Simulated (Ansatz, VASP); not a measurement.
# As in VASP and in Ansatz

POSCAR

```
As
1.0
    4.6871599937      0.0000000000      0.0000000000
    0.0000000000      3.5430517501      0.0000000000
    0.0000000000      0.0000000000     28.2703730404
As
4
Direct
    0.0706068855      0.0000000000      0.3780525483
    0.4293931145      0.5000000000      0.3780525483
    0.5706068855      0.5000000000      0.2940291386
    0.9293931145      0.0000000000      0.2940291386
```

INCAR.step1

```
SYSTEM = As
PREC = Accurate
ENCUT = 520
ISMEAR = 0
SIGMA = 0.01
LREAL = .FALSE.
LASPH = .TRUE.
NELM = 100
LDIPOL = .TRUE.
IDIPOL = 3
DIPOL = 0.5 0.5 0.336
NBANDS = 18
GGA = PE
ALGO = Normal
EDIFF = 1E-4
LWAVE = .TRUE.
LCHARG = .FALSE.
```

INCAR.step2

```
SYSTEM = As
PREC = Accurate
ENCUT = 520
EDIFF = 1E-6
ISMEAR = 0
SIGMA = 0.01
LREAL = .FALSE.
LASPH = .TRUE.
NELM = 100
ALGO = Normal
ISIF = 2
LWAVE = .FALSE.
LCHARG = .FALSE.
LDIPOL = .TRUE.
IDIPOL = 3
DIPOL = 0.5 0.5 0.336
METAGGA = R2SCAN
LMIXTAU = .TRUE.
NBANDS = 18
ISTART = 1
```

Contents of KPOINTS:

```
Automatic mesh
0
G
  6 8 1
  0 0 0
```

Input for Ansatz:

```yaml
crystal:
  lattice:
    - [4.6871599937, 0.0, 0.0]
    - [0.0, 3.5430517501, 0.0]
    - [0.0, 0.0, 28.2703730404]
  atoms:
    - { symbol: As, position: [0.0706068855, 0.0, 0.3780525483] }
    - { symbol: As, position: [0.4293931145, 0.5, 0.3780525483] }
    - { symbol: As, position: [0.5706068855, 0.5, 0.2940291386] }
    - { symbol: As, position: [0.9293931145, 0.0, 0.2940291386] }
  periodic: [true, true, false]
kpoints:
  mp_grid: { grid: [6, 8, 1] }
  band_path:
    path:
      - [0.0, 0.0, 0.0]
      - [0.5, 0.0, 0.0]
      - [0.5, 0.5, 0.0]
      - [0.0, 0.5, 0.0]
      - [0.377604, 0.0, 0.0]
    npoints: 1
hamiltonian:
  xc: r2scan
scf:
  occupations: { method: fixed }
  n_extra_bands: 5
output:
  forces: true
  stress: true
  eigenvalues: true
  write_density: true
  write_potential: true
  elf: true
  volumetric_format: npy
```

Change from the starting cell: hydrostatic strain -2.5%.

Alike in both runs: task single point; functional r2SCAN; k mesh 6 × 8 × 1; no spin polarisation.

|  | VASP | Ansatz |
| --- | --- | --- |
| version | VASP 6.6.1 | Ansatz 0.2.0 |
| potentials or method | VASP PAW PBE potentials, release 64 (As) | plane waves, PAW |
| plane-wave cutoff (eV) | 520 | 500 |
| occupations | gaussian, width 0.01 eV | fixed |
| valence electrons in the cell | 20 | 60 |

|  | VASP | Ansatz | Ansatz less VASP |
| --- | --- | --- | --- |
| gap on the k mesh at the Fermi level (eV) | 0.84 | 0.85 | +0.008 |
| rms of the force components (eV/Å) | 0.023 | 0.001 | -0.0224 |

VASP's potentials were made for PBE, not for r2SCAN. Atom by atom the forces differ by 0.023 eV/Å (rms over components). VASP's potentials hold 20 valence electrons a cell and Ansatz's 60, so a difference there can come from the potentials and not from the codes. Ansatz's warnings: xc potential rough in thin density.
